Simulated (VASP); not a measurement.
# Si (Fd-3m) in VASP: further runs

Runs on Si. Level: PBE. Tasks: single point.

Everything below comes from runs of VASP 6.6.1. Logs are shortened: lines on timing, memory, paths and dates and some standing lists are left out, and cuts for length are marked.

**1. The cell of the first run**

Symmetry: Fd-3m, No. 227, cubic system. Conventional cell: a = 5.463 Å, b = 5.463 Å, c = 5.463 Å, α = 90.00°, β = 90.00°, γ = 90.00°. Within 3.1 Å of Si (site symmetry -43m) lie 4 Si at 2.37 Å.

**2. Single point, PBE**

File INCAR:

```
SYSTEM = Si
ALGO     = Normal         ! electronic algorithm
EDIFF    = 1E-7           ! SCF threshold, eV
ENCUT    = 520            ! plane-wave cutoff, eV
GGA      = PE             ! functional
ISIF     = 2              ! what is computed and relaxed
ISMEAR   = 0              ! smearing method
LASPH    = .TRUE.         ! aspherical terms in the spheres
LCHARG   = .FALSE.        ! write CHGCAR
LREAL    = .FALSE.        ! projectors in reciprocal space
LWAVE    = .FALSE.        ! write WAVECAR
NBANDS   = 11             ! bands
NELM     = 100            ! most SCF steps
PREC     = Accurate       ! precision mode
SIGMA    = 0.01           ! smearing width, eV
```

File KPOINTS:

```
k-points
0
G
  6 6 6
  0 0 0
```

File POSCAR:

```
Si
1.0
    0.0000000000      2.7315311198      2.7315311198
    2.7315311198      0.0000000000      2.7315311198
    2.7315311198      2.7315311198      0.0000000000
Si
2
Direct
    0.7500000000      0.7500000000      0.7500000000
    0.5000000000      0.5000000000      0.5000000000
```

Potentials or basis: VASP PAW PBE potentials, release 64 (Si).

Launch:

```bash
cat potpaw_PBE.64/Si/POTCAR > POTCAR
mpirun -np 1 vasp_std > vasp.out
```

OUTCAR:

```text
SYSTEM = Si
   EDIFF = 1E-7
   ENCUT = 520
   GGA = PE
   ISIF = 2
   ISMEAR = 0
   LASPH = .TRUE.
   LREAL = .FALSE.
   NELM = 100
   PREC = Accurate

 ion  position               nearest neighbor table
   1  0.750  0.750  0.750-   2 2.37   2 2.37   2 2.37   2 2.37
   2  0.500  0.500  0.500-   1 2.37   1 2.37   1 2.37   1 2.37

  LATTYP: Found a face centered cubic cell.
 ALAT       =     5.4630622396

  Lattice vectors:

 A1 = (   0.0000000000,   2.7315311198,   2.7315311198)
 A2 = (   2.7315311198,   0.0000000000,   2.7315311198)
 A3 = (   2.7315311198,   2.7315311198,   0.0000000000)

Analysis of symmetry for initial positions (statically):
=====================================================================
 Subroutine PRICEL returns:
 Original cell was already a primitive cell.

 Routine SETGRP: Setting up the symmetry group for a
 face centered cubic supercell.

 Subroutine GETGRP returns: Found 48 space group operations
 (whereof 24 operations were pure point group operations)
 out of a pool of 48 trial point group operations.

The static configuration has the point symmetry T_d .
 The point group associated with its full space group is O_h .

Analysis of symmetry for dynamics (positions and initial velocities):
=====================================================================
 Subroutine PRICEL returns:
 Original cell was already a primitive cell.

 Routine SETGRP: Setting up the symmetry group for a
 face centered cubic supercell.

 Subroutine GETGRP returns: Found 48 space group operations
 (whereof 24 operations were pure point group operations)
 out of a pool of 48 trial point group operations.

The dynamic configuration has the point symmetry T_d .
 The point group associated with its full space group is O_h .

 Subroutine INISYM returns: Found 48 space group operations
 (whereof 24 operations are pure point group operations),
 and found     1 'primitive' translations

----------------------------------------------------------------------------------------

                                     Primitive cell

  volume of cell :      40.7613

  direct lattice vectors                    reciprocal lattice vectors
     0.000000000  2.731531120  2.731531120    -0.183047521  0.183047521  0.183047521
     2.731531120  0.000000000  2.731531120     0.183047521 -0.183047521  0.183047521
     2.731531120  2.731531120  0.000000000     0.183047521  0.183047521 -0.183047521

  length of vectors
     3.862968356  3.862968356  3.862968356     0.317047607  0.317047607  0.317047607

  position of ions in fractional coordinates (direct lattice)
     0.750000000  0.750000000  0.750000000
     0.500000000  0.500000000  0.500000000

  ion indices of the primitive-cell ions
   primitive index   ion index
                 1           1
                 2           2

----------------------------------------------------------------------------------------

 KPOINTS: k-points

Automatic generation of k-mesh.
 Grid dimensions read from file:
 generate k-points for:    6    6    6

 Generating k-lattice:

  Cartesian coordinates                     Fractional coordinates (reciprocal lattice)
    -0.030507920  0.030507920  0.030507920     0.166666667  0.000000000  0.000000000
     0.030507920 -0.030507920  0.030507920     0.000000000  0.166666667  0.000000000
     0.030507920  0.030507920 -0.030507920     0.000000000  0.000000000  0.166666667

  Length of vectors
     0.052841268  0.052841268  0.052841268

  Shift w.r.t. Gamma in fractional coordinates (k-lattice)
     0.000000000  0.000000000  0.000000000

 Subroutine IBZKPT returns following result:
 ===========================================

 Found     16 irreducible k-points:

 Following reciprocal coordinates:
            Coordinates               Weight
  0.000000  0.000000  0.000000      1.000000
  0.166667  0.000000  0.000000      8.000000
  0.333333  0.000000  0.000000      8.000000
  0.500000  0.000000  0.000000      4.000000
  0.166667  0.166667  0.000000      6.000000
  0.333333  0.166667  0.000000     24.000000
[... 8 lines left out ...]
 -0.333333  0.333333  0.166667     24.000000
 -0.333333  0.500000  0.166667     12.000000
   k-points           NKPTS =     16   k-points in BZ     NKDIM =     16   number of bands    NBANDS=     11
   number of dos      NEDOS =    301   number of ions     NIONS =      2
   total plane-waves  NPLWV =  27000
   dimension x,y,z NGX =    30 NGY =   30 NGZ =   30
   dimension x,y,z NGXF=    60 NGYF=   60 NGZF=   60
   ions per type =               2
   NGX,Y,Z   is equivalent  to a cutoff of  12.91, 12.91, 12.91 a.u.
   NGXF,Y,Z  is equivalent  to a cutoff of  25.82, 25.82, 25.82 a.u.
 SYSTEM =  Si
   PREC   = accura    normal or accurate (medium, high low for compatibility)
   ISTART =      0    job   : 0-new  1-cont  2-samecut
   ICHARG =      2    charge: 1-file 2-atom 10-const
   ISPIN  =      1    spin polarized calculation?
   LNONCOLLINEAR =      F non collinear calculations
   LSORBIT =      F    spin-orbit coupling
   LASPH  =      T    aspherical Exc in radial PAW
   ENCUT  =  520.0 eV  38.22 Ry    6.18 a.u.   7.18  7.18  7.18*2*pi/ulx,y,z
   NELM   =    100;   NELMIN=  2; NELMDL= -5     # of ELM steps
   EDIFF  = 0.1E-06   stopping-criterion for ELM
   LREAL  =      F    real-space projection
   EDIFFG = 0.1E-05   stopping-criterion for IOM
   NSW    =      0    number of steps for IOM
   IBRION =     -1    ionic relax: 0-MD 1-quasi-New 2-CG
   NFREE  =      0    steps in history (QN), initial steepest desc. (CG)
   ISIF   =      2    stress and relaxation
   ISYM   =      2    0-nonsym 1-usesym 2-fastsym
   POTIM  = 0.5000    time-step for ionic-motion
   TEBEG  =    0.0;   TEEND  =   0.0 temperature during run
   PSTRESS=    0.0 pullay stress
   NELECT =       8.0000    total number of electrons
   NUPDOWN=      -1.0000    fix difference up-down
   EMIN   =  10.00;   EMAX   =-10.00  energy-range for DOS
   EFERMI =   0.00;   METHOD = LEGACY
   ISMEAR =     0;   SIGMA  =   0.01  broadening in eV -4-tet -1-fermi 0-gaus
   EFERMI_NEDOS =   21; number of points for ismear=-14 and -15
   IALGO  =     38    algorithm
   IMIX   =      4    mixing-type and parameters
     AMIX     =   0.40;   BMIX     =  1.00
     AMIX_MAG =   1.60;   BMIX_MAG =  1.00
  volume/ion in A,a.u.               =      20.38       137.54
  Fermi-wavevector in a.u.,A,eV,Ry     =   0.951383  1.797853 12.315033  0.905129
  Thomas-Fermi vector in A             =   2.079848
   LORBIT       =      0    0 simple, 1 ext, 2 COOP (PROOUT), +10 PAW based schemes
   GGA     = PE    functional components
   LHFCALC =     F    Hartree Fock is set to
   AEXX    =    0.0000 exact exchange contribution
   IVDW    =     0    specifies the selected vdW correction
   LEPSILON=     F    determine dielectric tensor
   LRPA    =     F    only Hartree local field effects (RPA)
 non-spin polarized calculation
 Gauss-broadening in eV      SIGMA  =   0.01
  energy-cutoff  :      520.00
  volume of cell :       40.76
 maximum number of plane-waves:      1113
 NGX is ok and might be reduce to    30
   NGX = 15   NGY = 15   NGZ = 15

 number of electron       8.0000001 magnetization

 Free energy of the ion-electron system (eV)
  ---------------------------------------------------
  ext. energy  EPLUGINS =         0.00000000
  ---------------------------------------------------
  free energy    TOTEN  =       -10.82617656 eV

  energy without entropy =      -10.82617656  energy(sigma->0) =      -10.82617656

 E-fermi :   5.7413     XC(G=0):  -9.3346

 val. band max:        5.6549918478   @ k =   0.0000   0.0000   0.0000
 cond. band min:       6.3975124933   @ k =   0.5000   0.5000   0.0000
 fundamental gap:      0.7425206455
 Fermi energy:         5.7412911516

 k-point     1 :       0.0000    0.0000    0.0000
  band No.  band energies     occupation
      1      -6.1822      2.00000
      2       5.6550      2.00000
      3       5.6550      2.00000
      4       5.6550      2.00000
      5       8.2100      0.00000
      6       8.2100      0.00000
      7       8.2100      0.00000
      8       8.8249      0.00000
      9      13.3618      0.00000
     10      13.3618      0.00000
     11      13.5445      0.00000

 k-point     2 :       0.1667    0.0000    0.0000
  band No.  band energies     occupation
      1      -5.8266      2.00000
      2       3.2889      2.00000
      3       5.2125      2.00000
      4       5.2125      2.00000
      5       7.9495      0.00000
      6       8.8474      0.00000
      7       8.8474      0.00000
      8      10.9600      0.00000
      9      12.7360      0.00000
     10      12.7360      0.00000
     11      14.6681      0.00000

 k-point     3 :       0.3333    0.0000    0.0000
  band No.  band energies     occupation
      1      -4.8280      2.00000
      2       0.3752      2.00000
      3       4.6694      2.00000
      4       4.6694      2.00000
      5       7.3572      0.00000
      6       9.1558      0.00000
      7       9.1558      0.00000
      8      13.4509      0.00000
      9      13.6108      0.00000
     10      13.6108      0.00000
     11      14.6558      0.00000
[... 155 lines left out ...]
 k-point    15 :      -0.3333    0.3333    0.1667
  band No.  band energies     occupation
      1      -2.9656      2.00000
      2      -1.1344      2.00000
      3       1.7163      2.00000
      4       2.9471      2.00000
      5       9.0162      0.00000
      6       9.1772      0.00000
      7      11.7168      0.00000
      8      12.1045      0.00000
      9      13.1347      0.00000
     10      16.6588      0.00000
     11      17.4854      0.00000

 k-point    16 :      -0.3333    0.5000    0.1667
  band No.  band energies     occupation
      1      -1.9876      2.00000
      2      -1.9876      2.00000
      3       2.0809      2.00000
      4       2.0809      2.00000
      5       8.4039      0.00000
      6       8.4039      0.00000
      7      12.3525      0.00000
      8      12.3525      0.00000
      9      16.1218      0.00000
     10      16.1218      0.00000
     11      18.4709      0.00000

------------------------ aborting loop because EDIFF is reached ----------------------------------------

  FORCE on cell =-STRESS in cart. coord.  units (eV):
  Direction    XX          YY          ZZ          XY          YZ          ZX
  --------------------------------------------------------------------------------------
  -------------------------------------------------------------------------------------
  Total        0.0852547      0.0852547      0.0852547      0.0000000      0.0000000      0.0000000
  in kB        3.3510475      3.3510475      3.3510475      0.0000000      0.0000000      0.0000000
  external PRESSURE =       3.3510475 kB  Pullay stress =       0.0000000 kB

 VOLUME and BASIS-vectors are now :
 -----------------------------------------------------------------------------
  energy-cutoff  :      520.00
  volume of cell :       40.76
      direct lattice vectors                 reciprocal lattice vectors
     0.000000000  2.731531120  2.731531120    -0.183047521  0.183047521  0.183047521
     2.731531120  0.000000000  2.731531120     0.183047521 -0.183047521  0.183047521
     2.731531120  2.731531120  0.000000000     0.183047521  0.183047521 -0.183047521

 POSITION                                       TOTAL-FORCE (eV/Angst)
 -----------------------------------------------------------------------------------
      4.09730      4.09730      4.09730        -0.000000      0.000000     -0.000000
      2.73153      2.73153      2.73153         0.000000     -0.000000      0.000000
 -----------------------------------------------------------------------------------
    total drift:                                0.000000     -0.000000     -0.000000

  FREE ENERGIE OF THE ION-ELECTRON SYSTEM (eV)
  ---------------------------------------------------
  free  energy   TOTEN  =       -10.8261765556 eV

  energy  without entropy=      -10.8261765556  energy(sigma->0) =      -10.82617656
```

It took 4.4 s on 1 thread of Intel Xeon 6975P-C (Granite Rapids), shared host; peak memory 0.15 GiB.

What came out:

| Property | Result |
| --- | --- |
| Free energy | -10.8262 eV |
| Pressure | 0.3 GPa |
| Band gap on the k mesh | 0.74 eV, indirect (least direct gap 2.56 eV) |

(Continued in part 2 of 2.)
